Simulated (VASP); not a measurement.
Co: single point with LDA

Crystal: Co.

```
CELL_PARAMETERS angstrom
2.70042 0.00000 0.00000
0.00000 2.70042 0.00000
0.00000 0.00000 2.70042
ATOMIC_POSITIONS crystal
Co 0.00000 0.00000 0.00000
Co 0.50000 0.50000 0.50000
```

- Program: VASP 6.6.1
- Task: single point
- Functional: LDA
- Potentials or basis: VASP PAW LDA potentials, release 64 (Co_sv)
- Cutoff: 600 eV
- k mesh: 11 × 11 × 11
- Occupations: fermi-dirac, width 0.05 eV
- Spin: collinear spin, antiferromagnetic start
- Starting moments: [1.7, -1.7] μB
- Dipole correction: no
- Second run: valence_matched
- Further INCAR settings: ALGO = Normal; EDIFF = 1e-06; NBANDS = 28

- Pressure: -3.8 GPa
- Band gap on the k mesh: zero (filled and empty bands overlap)
- Net moment: 0.00 μB per cell
- Site moments: Co +0.51, -0.51 μB
- Valence electrons inside the program's atomic spheres: Co 15.16

Levels at points of the mesh, in eV from the Fermi level:
Spin up:
| k point | band 13 | band 14 | band 15 | band 16 | band 17 | band 18 | band 19 | band 20 | band 21 | band 22 |
| --- | --- | --- | --- | --- | --- | --- | --- | --- | --- | --- |
| (0.00, 0.00, 0.00) | -2.08 | -2.08 | -0.30 | -0.30 | 0.71 | 0.71 | 0.71 | 10.68 | 10.68 | 10.68 |
Spin down:
```
           k point  band 13  band 14  band 15  band 16  band 17  band 18  band 19  band 20  band 21  band 22
(0.00, 0.00, 0.00)    -2.08    -2.08    -0.30    -0.30     0.71     0.71     0.71    10.68    10.68    10.68
```

Wall time 31 s on 1 thread of Intel(R) Xeon(R) Platinum 8488C (Sapphire Rapids), on a shared host, peak memory 0.16 GiB.
